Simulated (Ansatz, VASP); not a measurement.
# Two plane-wave programs on Be2Si

```
Be Si
1.0
     0.00000    2.64000    2.64000
     2.64000    0.00000    2.64000
     2.64000    2.64000    0.00000
Be Si
2 1
Direct
  0.75000 0.75000 0.75000
  0.25000 0.25000 0.25000
  0.00000 0.00000 0.00000
```

Alike in both runs: task single point; functional PBE; k mesh 8 × 8 × 8; no spin polarisation.

|  | VASP | Ansatz |
| --- | --- | --- |
| version | VASP 6.6.1 | Ansatz 0.2.0 |
| potentials or method | VASP PAW PBE potentials, release 64 (Be, Si), cutoff 600 eV | scalar-relativistic, plane waves, PAW |
| occupations | fermi-dirac, width 0.025852 eV | fermi-dirac |
| valence electrons in the cell | 8 | 8 |

|  | VASP | Ansatz | Ansatz less VASP |
| --- | --- | --- | --- |
| gap on the k mesh at the Fermi level (eV) | none | none | - |
| pressure (GPa) | 0.2 | 0.2 | -0.07 |

A gap of «none» marks a metal or a gap that the smearing closes.
